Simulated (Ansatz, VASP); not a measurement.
CuO in VASP and in Ansatz

```
Cu O
1.0
     1.99097   -2.15355    0.00000
     1.99097    2.15355    0.00000
     0.00000    0.00000    5.15593
Cu O
2 2
Direct
  0.50000 0.00000 0.00000
  0.00000 0.50000 0.50000
  0.50000 0.50000 0.25000
  0.50000 0.50000 0.75000
```

Alike in both runs: task relaxation of cell and atoms; functional BLYP; k mesh 9 × 9 × 5; occupations fermi-dirac, width 0.05 eV; no spin polarisation.

|  | VASP | Ansatz |
| --- | --- | --- |
| version | VASP 6.6.1 | Ansatz 0.2.0 |
| potentials or method | VASP PAW PBE potentials, release 64 (Cu, O) | Ansatz PAW |
| plane-wave cutoff (eV) | 600 | 420 |
| valence electrons in the cell | 34 | 50 |

Ansatz gave:

* gap on the k mesh at the Fermi level, each at its own relaxed structure (eV): none
* relaxed volume (Å³/atom): 11.65
* relaxed cell length with the largest relative difference (Å): 2.994

Q: What did VASP give for the same quantities?

A: gap on the k mesh at the Fermi level, each at its own relaxed structure (eV): none; relaxed volume (Å³/atom): 11.71; relaxed cell length with the largest relative difference (Å): 3.000.

VASP's potentials were made for PBE, not for BLYP. A gap of «none» marks a metal or a gap that the smearing closes. VASP's potentials hold 34 valence electrons a cell and Ansatz's 50, so a difference there can come from the potentials and not from the codes.

Noted on Ansatz's run: the plane-wave basis is chosen anew once the cell has moved, so the energies of steps on either side of that aren't comparable.
